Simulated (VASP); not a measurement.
Write the native input for VASP 6.6.1 that does the following.

- Task: single point
- Functional: LDA
- Potentials or basis: VASP PAW LDA potentials, release 64 (Sn_d, O)
- Cutoff: 520 eV
- k mesh: 5 × 5 × 6
- Occupations: fermi-dirac, width 0.05 eV
- Spin: no spin polarisation
- Dipole correction: no
- Further INCAR settings: ALGO = Normal; EDIFF = 1e-06; NBANDS = 35

The structure of SnO2 lies in POSCAR:

```
SnO2
1.0
    4.7030040672      0.0000000000      0.0000000000
    0.0000000000      4.7045969603      0.0000000000
    0.0000000000      0.0000000000      3.1850590594
Sn O
2 4
Direct
    0.0000000000      0.0000000000      0.0000000000
    0.5000000000      0.5000000000      0.5000000000
    0.6941793500      0.6939655958      0.0000000000
    0.1941793500      0.8060344042      0.5000000000
    0.8058206500      0.1939655958      0.5000000000
    0.3058206500      0.3060344042      0.0000000000
```

The input as run:

INCAR

```
SYSTEM = SnO2
ALGO = Normal ; EDIFF = 1E-6
ENCUT = 520 ; GGA = CA
ISIF = 2 ; ISMEAR = -1
LASPH = .TRUE. ; LCHARG = .FALSE.
LREAL = .FALSE. ; LWAVE = .FALSE.
NBANDS = 35 ; NELM = 100
PREC = Accurate ; SIGMA = 0.05
```

KPOINTS

```
k-points
0
G
  5 5 6
  0 0 0
```

Potentials or basis: VASP PAW LDA potentials, release 64 (Sn_d, O).

Launch:

```bash
$ cat potpaw_LDA.64/Sn_d/POTCAR potpaw_LDA.64/O/POTCAR > POTCAR
$ mpirun -np 1 vasp_std > vasp.out
```

It gave:

| Property | Result |
| --- | --- |
| Pressure | 3.1 GPa |
| Largest force | 0.020 eV/Å |
| Band gap on the k mesh | 1.30 eV |

Caveat: the cell stands under pressure; spin-orbit coupling is left out, which moves the levels of the heavy elements.

Wall time 2.1 min on 1 thread of Intel Xeon 8259CL (shared host), peak memory 0.19 GiB.
